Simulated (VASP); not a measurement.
# Bi (R-3m) in VASP: a series of runs

Runs on Bi. Level: PBEsol. Tasks: single point.

All numbers are computed with VASP 6.6.1; they aren't measurements. Logs are shortened: lines on timing, memory, paths and dates and some standing lists are left out, and cuts for length are marked.

## Step 1: The cell of the first run

Symmetry: R-3m, No. 166, trigonal system. Conventional cell: a = 4.401 Å, b = 4.401 Å, c = 11.331 Å, α = 90.00°, β = 90.00°, γ = 120.00°. Within 3.9 Å of Bi (site symmetry 3m) lie 6 Bi at 3.00 to 3.35 Å.

## Step 2: Single point, PBEsol (31.67 Å³/atom)

INCAR reads:

```
SYSTEM = Bi
PREC = Accurate
ENCUT = 520
EDIFF = 1E-6
ISMEAR = -1
SIGMA = 0.1
LREAL = .FALSE.
LASPH = .TRUE.
NELM = 80
ALGO = Normal
ISIF = 2
LWAVE = .FALSE.
LCHARG = .TRUE.
GGA = PS
LELF = .TRUE.
LVHAR = .TRUE.
NBANDS = 22
```

KPOINTS reads:

```
regular mesh
0
G
  14 14 14
  0 0 0
```

POSCAR reads:

```
Bi
1.0
    2.2002974157      1.2703423053      3.7770564705
   -2.2002974157      1.2703423053      3.7770564705
    0.0000000000     -2.5406846106      3.7770564705
Bi
2
Direct
    0.2366491837      0.2366491837      0.2366491837
    0.7633508163      0.7633508163      0.7633508163
```

Potentials or basis: VASP PAW PBE potentials, release 64 (Bi_d).

Started as:

```
> cat potpaw_PBE.64/Bi_d/POTCAR > POTCAR
> mpirun -np 1 vasp_std > vasp.out
```

OUTCAR:

```text
SYSTEM = Bi
   PREC = Accurate
   ENCUT = 520
   EDIFF = 1E-6
   ISMEAR = -1
   LREAL = .FALSE.
   LASPH = .TRUE.
   NELM = 80
   ISIF = 2
   GGA = PS

 ion  position               nearest neighbor table
   1  0.237  0.237  0.237-   2 3.00   2 3.00   2 3.00   2 3.35   2 3.35   2 3.35
   2  0.763  0.763  0.763-   1 3.00   1 3.00   1 3.00   1 3.35   1 3.35   1 3.35

  LATTYP: Found a trigonal (rhomboedric) cell.
 ALAT       =     4.5520582017
 COS(alpha) =     0.5327200351

  Lattice vectors:

 A1 = (   2.2002974157,   1.2703423053,   3.7770564705)
 A2 = (  -2.2002974157,   1.2703423053,   3.7770564705)
 A3 = (   0.0000000000,  -2.5406846106,   3.7770564705)

Analysis of symmetry for initial positions (statically):
=====================================================================
 Subroutine PRICEL returns:
 Original cell was already a primitive cell.

 Routine SETGRP: Setting up the symmetry group for a
 trigonal (rhombohedral) supercell.

 Subroutine GETGRP returns: Found 12 space group operations
 (whereof 12 operations were pure point group operations)
 out of a pool of 12 trial point group operations.

The static configuration has the point symmetry D_3d.

Analysis of symmetry for dynamics (positions and initial velocities):
=====================================================================
 Subroutine PRICEL returns:
 Original cell was already a primitive cell.

 Routine SETGRP: Setting up the symmetry group for a
 trigonal (rhombohedral) supercell.

 Subroutine GETGRP returns: Found 12 space group operations
 (whereof 12 operations were pure point group operations)
 out of a pool of 12 trial point group operations.

The dynamic configuration has the point symmetry D_3d.

 Subroutine INISYM returns: Found 12 space group operations
 (whereof 12 operations are pure point group operations),
 and found     1 'primitive' translations

----------------------------------------------------------------------------------------

                                     Primitive cell

  volume of cell :      63.3442

  direct lattice vectors                    reciprocal lattice vectors
     2.200297416  1.270342305  3.777056470     0.227242007  0.131198234  0.088252144
    -2.200297416  1.270342305  3.777056470    -0.227242007  0.131198234  0.088252144
     0.000000000 -2.540684611  3.777056470     0.000000000 -0.262396467  0.088252144

  length of vectors
     4.552058202  4.552058202  4.552058202     0.276839931  0.276839931  0.276839931

  position of ions in fractional coordinates (direct lattice)
     0.236649184  0.236649184  0.236649184
     0.763350816  0.763350816  0.763350816

  ion indices of the primitive-cell ions
   primitive index   ion index
                 1           1
                 2           2

----------------------------------------------------------------------------------------

 KPOINTS: regular mesh

Automatic generation of k-mesh.
 Grid dimensions read from file:
 generate k-points for:   14   14   14

 Generating k-lattice:

  Cartesian coordinates                     Fractional coordinates (reciprocal lattice)
     0.016231572  0.009371302  0.006303725     0.071428571  0.000000000  0.000000000
    -0.016231572  0.009371302  0.006303725     0.000000000  0.071428571  0.000000000
     0.000000000 -0.018742605  0.006303725     0.000000000  0.000000000  0.071428571

  Length of vectors
     0.019774281  0.019774281  0.019774281

  Shift w.r.t. Gamma in fractional coordinates (k-lattice)
     0.000000000  0.000000000  0.000000000

 Subroutine IBZKPT returns following result:
 ===========================================

 Found    288 irreducible k-points:

 Following reciprocal coordinates:
            Coordinates               Weight
  0.000000  0.000000  0.000000      1.000000
  0.071429 -0.000000 -0.000000      6.000000
  0.142857  0.000000 -0.000000      6.000000
  0.214286 -0.000000  0.000000      6.000000
  0.285714 -0.000000  0.000000      6.000000
  0.357143 -0.000000  0.000000      6.000000
[... 16 lines left out ...]
  0.214286  0.142857  0.000000     12.000000
  0.285714  0.142857  0.000000     12.000000
 [... further k-points ...]
   k-points           NKPTS =    288   k-points in BZ     NKDIM =    288   number of bands    NBANDS=     22
   number of dos      NEDOS =    301   number of ions     NIONS =      2
   total plane-waves  NPLWV =  46656
   dimension x,y,z NGX =    36 NGY =   36 NGZ =   36
   dimension x,y,z NGXF=    72 NGYF=   72 NGZF=   72
   ions per type =               2
   NGX,Y,Z   is equivalent  to a cutoff of  13.15, 13.15, 13.15 a.u.
   NGXF,Y,Z  is equivalent  to a cutoff of  26.30, 26.30, 26.30 a.u.
 SYSTEM =  Bi
   PREC   = accura    normal or accurate (medium, high low for compatibility)
   ISTART =      0    job   : 0-new  1-cont  2-samecut
   ICHARG =      2    charge: 1-file 2-atom 10-const
   ISPIN  =      1    spin polarized calculation?
   LNONCOLLINEAR =      F non collinear calculations
   LSORBIT =      F    spin-orbit coupling
   LASPH  =      T    aspherical Exc in radial PAW
   ENCUT  =  520.0 eV  38.22 Ry    6.18 a.u.   8.46  8.46  8.46*2*pi/ulx,y,z
   NELM   =     80;   NELMIN=  2; NELMDL= -5     # of ELM steps
   EDIFF  = 0.1E-05   stopping-criterion for ELM
   LREAL  =      F    real-space projection
[... 7 lines left out ...]
   TEBEG  =    0.0;   TEEND  =   0.0 temperature during run
   PSTRESS=    0.0 pullay stress
   NELECT =      30.0000    total number of electrons
   NUPDOWN=      -1.0000    fix difference up-down
   EMIN   =  10.00;   EMAX   =-10.00  energy-range for DOS
   EFERMI =   0.00;   METHOD = LEGACY
   ISMEAR =    -1;   SIGMA  =   0.10  broadening in eV -4-tet -1-fermi 0-gaus
   EFERMI_NEDOS =   21; number of points for ismear=-14 and -15
   IALGO  =     38    algorithm
   IMIX   =      4    mixing-type and parameters
     AMIX     =   0.40;   BMIX     =  1.00
     AMIX_MAG =   1.60;   BMIX_MAG =  1.00
  volume/ion in A,a.u.               =      31.67       213.73
  Fermi-wavevector in a.u.,A,eV,Ry     =   1.276085  2.411451 22.155633  1.628393
  Thomas-Fermi vector in A             =   2.408761
   LORBIT       =      0    0 simple, 1 ext, 2 COOP (PROOUT), +10 PAW based schemes
   GGA     = PS    functional components
   LHFCALC =     F    Hartree Fock is set to
   AEXX    =    0.0000 exact exchange contribution
   IVDW    =     0    specifies the selected vdW correction
   LEPSILON=     F    determine dielectric tensor
   LRPA    =     F    only Hartree local field effects (RPA)
 non-spin polarized calculation
  energy-cutoff  :      520.00
  volume of cell :       63.34
 maximum number of plane-waves:      1727
 NGX is ok and might be reduce to    36
   NGX = 17   NGY = 17   NGZ = 17

 number of electron      29.9999992 magnetization

 Free energy of the ion-electron system (eV)
  ---------------------------------------------------
  ext. energy  EPLUGINS =         0.00000000
  ---------------------------------------------------
  free energy    TOTEN  =        -8.52480364 eV

  energy without entropy =       -8.51256340  energy(sigma->0) =       -8.51868352

 E-fermi :   7.5036     XC(G=0): -10.2017

 val. band max:        7.4838419764   @ k =   0.4286  -0.0000   0.0000
 cond. band min:       7.5452265795   @ k =  -0.4286   0.5000   0.4286
 fundamental gap:      0.0613846031
 Fermi energy:         7.5035992511

 k-point     1 :       0.0000    0.0000    0.0000
  band No.  band energies     occupation
      1     -15.6185      2.00000
      2     -15.6185      2.00000
      3     -15.4171      2.00000
      4     -15.4171      2.00000
      5     -15.4030      2.00000
      6     -15.1622      2.00000
[... 14 lines left out ...]
     21      13.1276      0.00000
     22      13.5298      0.00000

 k-point     2 :       0.0714   -0.0000   -0.0000
  band No.  band energies     occupation
      1     -15.6129      2.00000
      2     -15.6120      2.00000
      3     -15.4146      2.00000
      4     -15.4132      2.00000
      5     -15.3995      2.00000
      6     -15.1653      2.00000
[... 14 lines left out ...]
     21      13.1844      0.00000
     22      14.2285      0.00000

 k-point     3 :       0.1429    0.0000   -0.0000
  band No.  band energies     occupation
      1     -15.5964      2.00000
      2     -15.5928      2.00000
      3     -15.4074      2.00000
      4     -15.4018      2.00000
      5     -15.3889      2.00000
      6     -15.1753      2.00000
[... 14 lines left out ...]
     21      13.4161      0.00000
     22      15.3416      0.00000

 k-point     4 :       0.2143   -0.0000    0.0000
  band No.  band energies     occupation
      1     -15.5704      2.00000
      2     -15.5618      2.00000
      3     -15.3965      2.00000
      4     -15.3838      2.00000
      5     -15.3715      2.00000
      6     -15.1928      2.00000
[... 14 lines left out ...]
     21      13.8652      0.00000
     22      16.7018      0.00000

 k-point     5 :       0.2857   -0.0000    0.0000
  band No.  band energies     occupation
      1     -15.5375      2.00000
      2     -15.5205      2.00000
      3     -15.3836      2.00000
      4     -15.3605      2.00000
      5     -15.3482      2.00000
      6     -15.2183      2.00000
[... 14 lines left out ...]
     21      14.5116      0.00000
     22      18.0778      0.00000

 k-point     6 :       0.3571   -0.0000    0.0000
  band No.  band energies     occupation
      1     -15.5023      2.00000
      2     -15.4715      2.00000
      3     -15.3706      2.00000
      4     -15.3339      2.00000
      5     -15.3212      2.00000
      6     -15.2507      2.00000
[... 14 lines left out ...]
     21      15.3239      0.00000
     22      18.2309      0.00000

 k-point     7 :       0.4286   -0.0000    0.0000
  band No.  band energies     occupation
      1     -15.4727      2.00000
      2     -15.4190      2.00000
      3     -15.3605      2.00000
      4     -15.3104      2.00000
      5     -15.3071      2.00000
      6     -15.2709      2.00000
[... 324 lines left out ...]
      6     -15.1892      2.00000
[... 14 lines left out ...]
     21      14.0179      0.00000
     22      15.5088      0.00000

 k-point    21 :      -0.0714    0.0714    0.0000
  band No.  band energies     occupation
      1     -15.6101      2.00000
      2     -15.5946      2.00000
      3     -15.4121      2.00000
      4     -15.4065      2.00000
      5     -15.3916      2.00000
      6     -15.1727      2.00000
[... 14 lines left out ...]
     21      13.4942      0.00000
     22      14.8005      0.00000

 k-point    22 :       0.1429    0.1429    0.0000
  band No.  band energies     occupation
      1     -15.6148      2.00000
      2     -15.5632      2.00000
      3     -15.4176      2.00000
      4     -15.3922      2.00000
      5     -15.3804      2.00000
      6     -15.1825      2.00000
[... 14 lines left out ...]
     21      14.0221      0.00000
     22      14.7437      0.00000

 k-point    23 :       0.2143    0.1429    0.0000
  band No.  band energies     occupation
      1     -15.6071      2.00000
      2     -15.5337      2.00000
      3     -15.4151      2.00000
      4     -15.3797      2.00000
      5     -15.3655      2.00000
      6     -15.1966      2.00000
[... 14 lines left out ...]
     21      14.3985      0.00000
     22      15.3059      0.00000

 k-point    24 :       0.2857    0.1429    0.0000
  band No.  band energies     occupation
      1     -15.5880      2.00000
      2     -15.4979      2.00000
      3     -15.4050      2.00000
      4     -15.3669      2.00000
      5     -15.3443      2.00000
      6     -15.2179      2.00000
[... 14 lines left out ...]
     21      14.9845      0.00000
     22      16.3531      0.00000

 [... further k-points ...]

------------------------ aborting loop because EDIFF is reached ----------------------------------------

  FORCE on cell =-STRESS in cart. coord.  units (eV):
  Direction    XX          YY          ZZ          XY          YZ          ZX
  --------------------------------------------------------------------------------------
  -------------------------------------------------------------------------------------
  Total        2.0827871      2.0827871      1.8634651      0.0000000      0.0000000      0.0000000
  in kB       52.6803413     52.6803413     47.1329883      0.0000000      0.0000000      0.0000000
  external PRESSURE =      50.8312237 kB  Pullay stress =       0.0000000 kB

 VOLUME and BASIS-vectors are now :
 -----------------------------------------------------------------------------
  energy-cutoff  :      520.00
  volume of cell :       63.34
      direct lattice vectors                 reciprocal lattice vectors
     2.200297416  1.270342305  3.777056470     0.227242007  0.131198234  0.088252144
    -2.200297416  1.270342305  3.777056470    -0.227242007  0.131198234  0.088252144
     0.000000000 -2.540684611  3.777056470     0.000000000 -0.262396467  0.088252144

 POSITION                                       TOTAL-FORCE (eV/Angst)
 -----------------------------------------------------------------------------------
      0.00000      0.00000      2.68151         0.000000      0.000000      0.392723
      0.00000      0.00000      8.64966         0.000000     -0.000000     -0.392723
 -----------------------------------------------------------------------------------
    total drift:                                0.000000      0.000000      0.000000

  FREE ENERGIE OF THE ION-ELECTRON SYSTEM (eV)
  ---------------------------------------------------
  free  energy   TOTEN  =        -8.5248036372 eV

  energy  without entropy=       -8.5125633990  energy(sigma->0) =       -8.51868352
```

Wall time 8.1 min (1 thread of Intel Xeon 8259CL, shared host); peak memory 0.43 GiB.

What came out:

```yaml
Free_energy: -8.5248 eV
Pressure: 5.1 GPa
Largest_force: 0.393 eV/Å
Band_gap_on_the_k_mesh: zero (bands 15 and 16 overlap by 0.23 eV)
```

Forces on the atoms (eV/Å):
```
Bi   0.000  0.000  0.393
Bi   0.000  0.000 -0.393
```

Stress tensor (GPa, compression positive):
```
5.27 0.00 0.00
0.00 5.27 0.00
0.00 0.00 4.71
```

Levels at points of the mesh, in eV from the Fermi level:
| k point | band 11 | band 12 | band 13 | band 14 | band 15 | band 16 | band 17 | band 18 | band 19 | band 20 |
| --- | --- | --- | --- | --- | --- | --- | --- | --- | --- | --- |
| (0.00, 0.00, 0.00) | -13.88 | -7.11 | -1.76 | -1.45 | -1.45 | 2.78 | 3.15 | 3.15 | 5.46 | 5.62 |
| (0.50, 0.00, 0.00) | -11.60 | -11.00 | -1.34 | -1.23 | -0.37 | -0.29 | 0.26 | 0.72 | 7.74 | 8.75 |
| (0.50, 0.50, 0.00) | -11.68 | -9.51 | -5.45 | -3.55 | -3.40 | 2.15 | 5.44 | 5.75 | 7.70 | 9.78 |
| (0.50, 0.50, 0.50) | -12.27 | -10.47 | -0.89 | -0.68 | -0.68 | 0.42 | 0.42 | 0.64 | 7.36 | 9.17 |

Caveat: the cell stands under pressure; the PAW data sets were made with another functional, which shifts forces and pressure a little; spin-orbit coupling is left out, which moves the levels of the heavy elements.

## Step 3: Single point, PBEsol (33.05 Å³/atom)

This run uses another cell than the first one, of 33.05 Å³/atom.

INCAR reads:

```
SYSTEM = Bi
  ALGO = Normal
  EDIFF = 1E-6
  ENCUT = 520
  GGA = PS
  ISIF = 2
  ISMEAR = -1
  LASPH = .TRUE.
  LCHARG = .FALSE.
  LREAL = .FALSE.
  LWAVE = .FALSE.
  NBANDS = 22
  NELM = 60
  PREC = Accurate
  SIGMA = 0.1
```

KPOINTS reads:

```
k-points
0
G
  14 14 14
  0 0 0
```

POSCAR reads:

```
Bi
1.0
    2.2317344833      1.2884925047      3.8310217111
   -2.2317344833      1.2884925047      3.8310217111
    0.0000000000     -2.5769850094      3.8310217111
Bi
2
Direct
    0.2366491837      0.2366491837      0.2366491837
    0.7633508163      0.7633508163      0.7633508163
```

Potentials or basis: VASP PAW PBE potentials, release 64 (Bi_d).

Started as:

```
> cat potpaw_PBE.64/Bi_d/POTCAR > POTCAR
> mpirun -np 1 vasp_std > vasp.out
```

Run time: 8.6 min. Hardware: 1 thread of Intel Xeon 8259CL, shared host; peak memory 0.44 GiB.

The run converged. Its results:

- Free energy: -8.5883 eV
- Pressure: 2.2 GPa
- Largest force: 0.196 eV/Å
- Band gap on the k mesh: zero (bands 15 and 16 overlap by 0.24 eV)

Forces on the atoms (eV/Å):
```
Bi   0.000  0.000  0.196
Bi   0.000  0.000 -0.196
```

Stress tensor (GPa, compression positive):
```
2.33 0.00 0.00
0.00 2.33 0.00
0.00 0.00 2.09
```

Levels at points of the mesh, in eV from the Fermi level:
| k point | band 11 | band 12 | band 13 | band 14 | band 15 | band 16 | band 17 | band 18 | band 19 | band 20 |
| --- | --- | --- | --- | --- | --- | --- | --- | --- | --- | --- |
| (0.00, 0.00, 0.00) | -13.55 | -7.29 | -1.65 | -1.36 | -1.36 | 2.73 | 3.08 | 3.08 | 5.46 | 5.63 |
| (0.50, 0.00, 0.00) | -11.41 | -10.83 | -1.27 | -1.15 | -0.35 | -0.30 | 0.30 | 0.75 | 7.68 | 8.60 |
| (0.50, 0.50, 0.00) | -11.51 | -9.49 | -5.17 | -3.35 | -3.21 | 2.26 | 5.21 | 5.55 | 7.30 | 9.69 |
| (0.50, 0.50, 0.50) | -12.04 | -10.31 | -0.90 | -0.63 | -0.63 | 0.46 | 0.46 | 0.59 | 7.26 | 9.10 |

Caveat: the PAW data sets were made with another functional, which shifts forces and pressure a little; spin-orbit coupling is left out, which moves the levels of the heavy elements.

The gap in the log of VASP goes by the Fermi energy; the results here count the filled bands.